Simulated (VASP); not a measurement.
Si:

```
CELL_PARAMETERS angstrom
3.83212 0.00000 0.00000
-1.91606 3.31871 0.00000
0.00000 0.00000 6.34124
ATOMIC_POSITIONS crystal
Si 0.33333 0.66667 0.06306
Si 0.66667 0.33333 0.56306
Si 0.33333 0.66667 0.43694
Si 0.66667 0.33333 0.93694
```

This isn't the form of Si at room conditions, which is diamond.

Base run:

* Program: VASP 6.6.1
* Functional: PBE0
* Potentials or basis: VASP PAW PBE potentials, release 64 (Si)
* Cutoff: 520 eV
* k mesh: 6 × 6 × 4
* Occupations: gaussian, width 0.01 eV
* Spin: no spin polarisation

Its results: band gap on the k mesh 1.66 eV (least direct gap 2.38 eV); pressure -0.7 GPa; largest force 0.018 eV/Å.

**Question.** The run is repeated on the same cell with these changes: functional from PBE0 to HSE06. What comes out?

**Answer.** Band gap on the k mesh 0.98 eV (least direct gap 1.71 eV); pressure -0.5 GPa; largest force 0.020 eV/Å.

Caveats: the PAW data sets were made with another functional, which shifts forces and pressure a little.

A k mesh can miss the band edges.
